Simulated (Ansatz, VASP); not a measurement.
**HRh6 in VASP and in Ansatz**

Contents of INCAR:

```
ALGO = Fast ; DIPOL = 0.5 0.5 0.301
EDIFF = 1E-6 ; ENCUT = 520
GGA = PE ; IDIPOL = 3
ISIF = 2 ; ISMEAR = 0
LASPH = True ; LCHARG = False
LDIPOL = True ; LREAL = False
LWAVE = False ; NBANDS = 104
NELM = 100 ; PREC = Accurate
SIGMA = 0.1
```

The input KPOINTS:

```
k-points
0
Gamma
  6 6 1
```

File POSCAR:

```
HRh6
1.0
    5.4165863251      0.0000000000      0.0000000000
   -2.7082931626      4.6909013593      0.0000000000
    0.0000000000      0.0000000000     22.2966119230
Rh H
12 2
Direct
    0.3333333333      0.1666666667      0.1793994538
    0.3333333333      0.6666666667      0.1793994538
    0.8333333333      0.1666666667      0.1793994538
    0.8333333333      0.6666666667      0.1793994538
    0.1666666667      0.3333333333      0.2757769167
    0.1666666667      0.8333333333      0.2757769167
    0.6666666667      0.3333333333      0.2757769167
    0.6666666667      0.8333333333      0.2757769167
    0.0000000000      0.0000000000      0.3721019118
    0.0000000000      0.5000000000      0.3721019118
    0.5000000000      0.0000000000      0.3721019118
    0.5000000000      0.5000000000      0.3721019118
    0.2100290039      0.4200580078      0.4496921755
    0.2899709961      0.5799419922      0.4496921755
```

Input for Ansatz:

```yaml
crystal:
  lattice:
    - [5.4165863251, 0.0, 0.0]
    - [-2.7082931626, 4.6909013593, 0.0]
    - [0.0, 0.0, 22.296611923]
  atoms:
    - { symbol: Rh, position: [0.3333333333, 0.1666666667, 0.1793994538] }
    - { symbol: Rh, position: [0.3333333333, 0.6666666667, 0.1793994538] }
    - { symbol: Rh, position: [0.8333333333, 0.1666666667, 0.1793994538] }
    - { symbol: Rh, position: [0.8333333333, 0.6666666667, 0.1793994538] }
    - { symbol: Rh, position: [0.1666666667, 0.3333333333, 0.2757769167] }
    - { symbol: Rh, position: [0.1666666667, 0.8333333333, 0.2757769167] }
    - { symbol: Rh, position: [0.6666666667, 0.3333333333, 0.2757769167] }
    - { symbol: Rh, position: [0.6666666667, 0.8333333333, 0.2757769167] }
    - { symbol: Rh, position: [0.0, 0.0, 0.3721019118] }
    - { symbol: Rh, position: [0.0, 0.5, 0.3721019118] }
    - { symbol: Rh, position: [0.5, 0.0, 0.3721019118] }
    - { symbol: Rh, position: [0.5, 0.5, 0.3721019118] }
    - { symbol: H, position: [0.2100290039, 0.4200580078, 0.4496921755] }
    - { symbol: H, position: [0.2899709961, 0.5799419922, 0.4496921755] }
basis:
  ecutwfc: 420
kpoints:
  mp_grid: { grid: [6, 6, 1] }
hamiltonian:
  xc: pbe
  pseudopotentials: { kind: paw, azcp: { folder: soft_1 } }
scf:
  occupations: { method: gaussian, width: 0.1 }
output:
  forces: true
  eigenvalues: true
efield:
  axis: 3
  dipole_correction: true
  ramp_width: 0.04
```

Alike in both runs: task single point; functional PBE; k mesh 6 × 6 × 1; occupations gaussian, width 0.1 eV; no spin polarisation.

```csv
,VASP,Ansatz
version,VASP 6.6.1,Ansatz 0.2.0
potentials or method,"VASP PAW PBE potentials, release 64 (Rh_pv, H), cutoff 520 eV","scalar-relativistic, plane waves, PAW"
valence electrons in the cell,182,206
```

Ansatz gave:

```
gap on the k mesh at the Fermi level (eV) : none
rms of the force components (eV/Å)        : 0.402
```

Question: What did VASP give for the same quantities?

Answer: gap on the k mesh at the Fermi level (eV): none; rms of the force components (eV/Å): 0.397.

Atom by atom the forces differ by 0.006 eV/Å (rms over components). A gap of «none» marks a metal or a gap that the smearing closes. VASP's potentials hold 182 valence electrons a cell and Ansatz's 206, so a difference there can come from the potentials and not from the codes.
